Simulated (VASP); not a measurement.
# ZnO (Fm-3m) in VASP: a series of runs, part 2 of 2

VASP 6.6.1. The steps go on from the part before.

## 5. Single point, PBEsol (Mg replaced by Zn, lengths x 0.945, strained)

The input, INCAR:

```
ALGO = Normal
EDIFF = 1E-6
ENCUT = 910
GGA = PS
GGA_COMPAT = F
ISIF = 2
ISMEAR = 0
LASPH = T
LCHARG = T
LELF = T
LREAL = F
LVHAR = T
LWAVE = F
NBANDS = 16
NELM = 120
PREC = Accurate
SIGMA = 0.02
```

The input, KPOINTS:

```
k-points
0
Gamma
  12 12 12
```

The input, POSCAR:

```
ZnO
1.0
    0.0000000000      2.1183190767      2.1183190767
    2.1183190767      0.0000000000      2.1183190767
    2.1183190767      2.1183190767      0.0000000000
Zn O
1 1
Direct
    0.0000000000      0.0000000000      0.0000000000
    0.5000000000      0.5000000000      0.5000000000
```

Potentials or basis: VASP PAW PBE potentials, release 64 (Zn, O_h).

On the command line:

```sh
$ cat potpaw_PBE.64/Zn/POTCAR potpaw_PBE.64/O_h/POTCAR > POTCAR
$ mpirun -np 1 vasp_std > vasp.out
```

OUTCAR:

```text
EDIFF = 1E-6
   ENCUT = 910
   GGA = PS
   ISIF = 2
   ISMEAR = 0
   LASPH = T
   LREAL = F
   NELM = 120
   PREC = Accurate

 ion  position               nearest neighbor table
   1  0.000  0.000  0.000-   2 2.12   2 2.12   2 2.12   2 2.12   2 2.12   2 2.12
   2  0.500  0.500  0.500-   1 2.12   1 2.12   1 2.12   1 2.12   1 2.12   1 2.12

  LATTYP: Found a face centered cubic cell.
 ALAT       =     4.2366381534

  Lattice vectors:

 A1 = (   0.0000000000,   2.1183190767,   2.1183190767)
 A2 = (   2.1183190767,   0.0000000000,   2.1183190767)
 A3 = (   2.1183190767,   2.1183190767,   0.0000000000)

Analysis of symmetry for initial positions (statically):
=====================================================================
 Subroutine PRICEL returns:
 Original cell was already a primitive cell.

 Routine SETGRP: Setting up the symmetry group for a
 face centered cubic supercell.

 Subroutine GETGRP returns: Found 48 space group operations
 (whereof 48 operations were pure point group operations)
 out of a pool of 48 trial point group operations.

The static configuration has the point symmetry O_h .

Analysis of symmetry for dynamics (positions and initial velocities):
[... 155 lines left out ...]
  ---------------------------------------------------
  free energy    TOTEN  =        -9.48348771 eV

  energy without entropy =       -9.48348771  energy(sigma->0) =       -9.48348771

 E-fermi :   3.4377     XC(G=0): -12.7236

 val. band max:        3.3207333239   @ k =   0.5000   0.0000   0.0000
 cond. band min:       4.2568834575   @ k =   0.0000   0.0000   0.0000
 fundamental gap:      0.9361501337
 Fermi energy:         3.4376780295

 k-point     1 :       0.0000    0.0000    0.0000
  band No.  band energies     occupation
      1     -15.5356      2.00000
      2      -1.6005      2.00000
      3      -1.6005      2.00000
      4      -1.6005      2.00000
      5      -1.3672      2.00000
      6      -1.3672      2.00000
[... 433 lines left out ...]
      3      -2.5730      2.00000
      4      -2.5345      2.00000
      5      -1.1538      2.00000
      6      -1.1486      2.00000
[... 8 lines left out ...]
     15      26.5576      0.00000
     16      27.1529      0.00000

 [... further k-points ...]
[... 5 lines left out ...]
  --------------------------------------------------------------------------------------
  -------------------------------------------------------------------------------------
  Total        0.5812932      0.5812932      0.5812932      0.0000000      0.0000000     -0.0000000
  in kB       48.9893546     48.9893546     48.9893546      0.0000000      0.0000000     -0.0000000
  external PRESSURE =      48.9893546 kB  Pullay stress =       0.0000000 kB

 VOLUME and BASIS-vectors are now :
 -----------------------------------------------------------------------------
  energy-cutoff  :      910.00
  volume of cell :       19.01
      direct lattice vectors                 reciprocal lattice vectors
     0.000000000  2.118319077  2.118319077    -0.236036207  0.236036207  0.236036207
     2.118319077  0.000000000  2.118319077     0.236036207 -0.236036207  0.236036207
     2.118319077  2.118319077  0.000000000     0.236036207  0.236036207 -0.236036207

 POSITION                                       TOTAL-FORCE (eV/Angst)
 -----------------------------------------------------------------------------------
      0.00000      0.00000      0.00000        -0.000000     -0.000000      0.000000
      2.11832      2.11832      2.11832         0.000000      0.000000     -0.000000
 -----------------------------------------------------------------------------------
    total drift:                                0.000000      0.000000      0.000000

  FREE ENERGIE OF THE ION-ELECTRON SYSTEM (eV)
  ---------------------------------------------------
  free  energy   TOTEN  =        -9.4834877148 eV

  energy  without entropy=       -9.4834877148  energy(sigma->0) =       -9.48348771
```

It took 24 s on 1 thread of Intel Xeon 6975P-C (Granite Rapids), shared host; peak memory 0.2 GiB.

Results:

| Item | Value |
| --- | --- |
| Free energy | -9.4835 eV |
| Pressure | 4.9 GPa |
| Band gap on the k mesh | 0.94 eV, indirect (least direct gap 2.44 eV) |

Levels at points of the mesh, in eV from the valence-band top:
```
           k point  band 5  band 6  band 7  band 8  band 9  band 10  band 11  band 12  band 13  band 14
(0.00, 0.00, 0.00)   -4.69   -4.69   -1.51   -1.51   -1.51     0.94    17.98    17.98    17.98    18.17
(0.50, 0.00, 0.00)   -4.46   -4.46   -3.65    0.00    0.00     5.31     9.29    12.81    12.81    19.42
(0.50, 0.50, 0.00)   -4.33   -4.33   -3.98   -3.02   -3.02     4.24    10.74    11.14    15.58    15.58
```

Caveat: the cell differs from its parent crystal (Mg replaced by Zn, lengths x 0.945, strained); the cutoff is under 1.25 times the usual one of these potentials, so pressure, stress and relaxed cells hold a basis-set (Pulay) error; the PAW data sets were made with another functional, which shifts forces and pressure a little. A k mesh can miss the band edges.

## 6. Single point, PBEsol (Mg replaced by Zn, lengths x 0.945, strained)

The input, INCAR:

```
SYSTEM = ZnO
  PREC = Accurate
  ENCUT = 600
  EDIFF = 1E-6
  ISMEAR = 0
  SIGMA = 0.1
  LREAL = .FALSE.
  LASPH = .TRUE.
  NELM = 120
  ALGO = Normal
  ISIF = 2
  LWAVE = .FALSE.
  LCHARG = .TRUE.
  GGA = PS
  LELF = .TRUE.
  LVHAR = .TRUE.
  NBANDS = 16
  GGA_COMPAT = .FALSE.
```

The input, KPOINTS:

```
regular mesh
0
G
  8 8 8
  0 0 0
```

POSCAR is that of step 5.

Potentials or basis: VASP PAW PBE potentials, release 64 (Zn, O).

On the command line:

```sh
$ cat potpaw_PBE.64/Zn/POTCAR potpaw_PBE.64/O/POTCAR > POTCAR
$ mpirun -np 1 vasp_std > vasp.out
```

It took 5.7 s on 1 thread of Intel Xeon Platinum 8559C (Emerald Rapids), shared host; peak memory 0.13 GiB.

Results (log left out):

* Free energy: -9.4787 eV
* Pressure: 5.1 GPa
* Band gap on the k mesh: 0.94 eV, indirect (least direct gap 2.44 eV)

Levels at points of the mesh, in eV from the valence-band top:
| k point | band 6 | band 7 | band 8 | band 9 | band 10 | band 11 | band 12 | band 13 |
| --- | --- | --- | --- | --- | --- | --- | --- | --- |
| (0.00, 0.00, 0.00) | -4.69 | -1.51 | -1.51 | -1.51 | 0.94 | 17.98 | 17.98 | 17.98 |
| (0.50, 0.00, 0.00) | -4.46 | -3.65 | 0.00 | 0.00 | 5.31 | 9.29 | 12.81 | 12.81 |
| (0.50, 0.50, 0.00) | -4.33 | -3.98 | -3.02 | -3.02 | 4.23 | 10.74 | 11.13 | 15.58 |

Caveat: the cell differs from its parent crystal (Mg replaced by Zn, lengths x 0.945, strained); the PAW data sets were made with another functional, which shifts forces and pressure a little.

## 7. Overview

| potentials or basis | cell | k mesh | cutoff (eV) | smearing | second run | gap on the mesh (eV) | pressure (GPa) |
| --- | --- | --- | --- | --- | --- | --- | --- |
| VASP PAW PBE potentials, release 64 (Zn, O) | a = 2.996 Å, angles 60.0°, 2 atoms | 12 × 12 × 12 | 520 | gaussian 0.02 eV | - | 0.93 | 5.3 |
| VASP PAW PBE potentials, release 64 (Zn, O) | a = 2.994 Å, angles 60.0°, 2 atoms | 12 × 12 × 12 | 520 | gaussian 0.02 eV | - | 0.94 | 5.7 |
| VASP PAW PBE potentials, release 64 (Zn, O_h) | a = 2.994 Å, angles 60.0°, 2 atoms | 12 × 12 × 12 | 910 | gaussian 0.02 eV | hard_potentials | 0.95 | 5.3 |
| VASP PAW PBE potentials, release 64 (Zn, O_h) | a = 2.996 Å, angles 60.0°, 2 atoms | 12 × 12 × 12 | 910 | gaussian 0.02 eV | hard_potentials | 0.94 | 4.9 |
| VASP PAW PBE potentials, release 64 (Zn, O) | a = 2.996 Å, angles 60.0°, 2 atoms | 8 × 8 × 8 | 600 | gaussian 0.1 eV | - | 0.94 | 5.1 |

Alike in all rows: task single point; level PBEsol; no spin polarisation.

Caveats: the PAW data sets were made with another functional, which shifts forces and pressure a little; the cutoff is under 1.25 times the usual one of these potentials, so pressure, stress and relaxed cells hold a basis-set (Pulay) error (some runs).

Absolute energies hang on the potentials; compare differences alone.
